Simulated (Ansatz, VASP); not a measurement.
## Te in VASP and in Ansatz

Contents of INCAR:

```
SYSTEM = Te
ALGO = Normal
EDIFF = 1E-7
ENCUT = 520
ISIF = 2
ISMEAR = -1
LASPH = .TRUE.
LCHARG = .FALSE.
LREAL = .FALSE.
LWAVE = .FALSE.
NBANDS = 16
NELM = 60
PREC = Accurate
SIGMA = 0.08
```

The input KPOINTS:

```
k-points
0
G
  9 9 6
  0 0 0
```

File POSCAR:

```
Te
1.0
    4.5166640738      0.0000000000      0.0000000000
   -2.2583320370      3.9115458283      0.0000000000
    0.0000000000      0.0000000000      6.0029694676
Te
3
Direct
    0.7450000000      0.0000000000      0.3333333333
    0.0000000000      0.7450000000      0.6666666667
    0.2550000000      0.2550000000      0.0000000000
```

Input for Ansatz:

```yaml
crystal:
  lattice:
    - [4.5166640738, 0.0, 0.0]
    - [-2.258332037, 3.9115458283, 0.0]
    - [0.0, 0.0, 6.0029694676]
  atoms:
    - { symbol: Te, position: [0.745, 0.0, 0.3333333333] }
    - { symbol: Te, position: [0.0, 0.745, 0.6666666667] }
    - { symbol: Te, position: [0.255, 0.255, 0.0] }
kpoints:
  mp_grid: { grid: [9, 9, 6] }
  band_path:
    path:
      - [0.0, 0.0, 0.0]
      - [0.5, 0.0, 0.0]
      - [0.3333333333, 0.3333333333, 0.0]
      - [0.0, 0.0, 0.0]
      - [0.0, 0.0, 0.5]
      - [0.5, 0.0, 0.5]
      - [0.3333333333, 0.3333333333, 0.5]
      - [0.0, 0.0, 0.5]
      - [0.5, 0.0, 0.5]
    npoints: 5
scf:
  occupations: { method: fermi_dirac, width: 0.08 }
hamiltonian:
  xc: lda
  pseudopotentials: { kind: all_electron, lapw: { basis_error: 0.0005 } }
output:
  forces: true
  stress: true
  eigenvalues: true
```

Change from the starting cell: volume scaled by 1.04.

Alike in both runs: task single point; functional LDA; k mesh 9 × 9 × 6; occupations fermi-dirac, width 0.08 eV; no spin polarisation.

|  | VASP | Ansatz |
| --- | --- | --- |
| version | VASP 6.6.1 | Ansatz 0.2.0 |
| potentials or method | VASP PAW LDA potentials, release 64 (Te), cutoff 520 eV | all-electron LAPW, scalar-relativistic |

```csv
,VASP,Ansatz,Ansatz less VASP
pressure (GPa),-2.0,-2.1,-0.10
"traceless stress, the component that is largest in VASP (GPa)",-0.21,-0.28,-0.074
rms of the force components (eV/Å),0.149,0.129,-0.0198
```

LDA's correlation is that of Perdew and Zunger in VASP and of Perdew and Wang (1992) in Ansatz. Atom by atom the forces differ by 0.020 eV/Å (rms over components). Ansatz ran all-electron here, and VASP with PAW potentials.

Neither program's run includes spin-orbit coupling.
